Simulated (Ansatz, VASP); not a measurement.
# Two plane-wave programs on Si2Ni

```
Ni Si
1.0
     0.00000    2.70300    2.70300
     2.70300    0.00000    2.70300
     2.70300    2.70300    0.00000
Ni Si
1 2
Direct
  0.00000 0.00000 0.00000
  0.75000 0.75000 0.75000
  0.25000 0.25000 0.25000
```

Alike in both runs: task relaxation of cell and atoms; functional PBE; k mesh 9 × 9 × 9; occupations fermi-dirac, width 0.05 eV; collinear spin; Hubbard terms Ni d U = 4.0 eV.

|  | VASP | Ansatz |
| --- | --- | --- |
| version | VASP 6.6.1 | Ansatz 0.2.0 |
| potentials or method | VASP PAW PBE potentials, release 64 (Ni, Si) | Ansatz PAW |
| plane-wave cutoff (eV) | 600 | 420 |
| valence electrons in the cell | 18 | 26 |

```tsv
	VASP	Ansatz	Ansatz less VASP
gap on the k mesh at the Fermi level, each at its own relaxed structure (eV)	none	none	-
net moment per atom (μB)	0.00	0.00	0.000
relaxed volume (Å³/atom)	13.17	13.47	+0.308
relaxed cell length with the largest relative difference (Å)	3.823	3.852	+0.0296
```

The programs project onto different local orbitals, so the same U acts differently, and such runs can settle in different states. A gap of «none» marks a metal or a gap that the smearing closes. VASP's potentials hold 18 valence electrons a cell and Ansatz's 26, so a difference there can come from the potentials and not from the codes.

Noted on VASP's run: the relaxation stopped at its first step, so nothing moved. Noted on Ansatz's run: the magnetic or orbital state may not be the lowest; the plane-wave basis is chosen anew once the cell has moved, so the energies of steps on either side of that aren't comparable.
